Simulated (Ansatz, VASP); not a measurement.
## HgTe in VASP and in Ansatz

```
Hg Te
1.0
     2.99955   -3.00014    0.00000
     2.99955    3.00014    0.00000
     0.00000    0.00000    6.15889
Hg Te
2 2
Direct
  0.24982 0.75018 0.75000
  0.75018 0.24982 0.25000
  0.74987 0.25013 0.75000
  0.25013 0.74987 0.25000
```

Change from the starting cell: strain +0.000 along x and y, +0.025 along z, atoms carried along.

Alike in both runs: task single point; functional PBEsol; k mesh 12 × 12 × 8; occupations gaussian, width 0.15 eV; no spin polarisation.

|  | VASP | Ansatz |
| --- | --- | --- |
| version | VASP 6.6.1 | Ansatz 0.2.0 |
| potentials or method | VASP PAW PBE potentials, release 64 (Hg, Te), cutoff 520 eV | scalar-relativistic, plane waves, PAW |
| valence electrons in the cell | 36 | 72 |

Ansatz gave:

| Property | Result |
| --- | --- |
| gap on the k mesh at the Fermi level (eV) | none |
| pressure (GPa) | -1.2 |
| traceless stress, the component that is largest in VASP (GPa) | -0.74 |

Q: What did VASP give for the same quantities?

A: gap on the k mesh at the Fermi level (eV): none; pressure (GPa): -1.0; traceless stress, the component that is largest in VASP (GPa): -0.77.

VASP's potentials were made for PBE, not for PBEsol. A gap of «none» marks a metal or a gap that the smearing closes. The functional is the same, so the differences come from potentials, cutoffs and numerics. VASP's potentials hold 36 valence electrons a cell and Ansatz's 72, so a difference there can come from the potentials and not from the codes.

Neither program's run includes spin-orbit coupling.
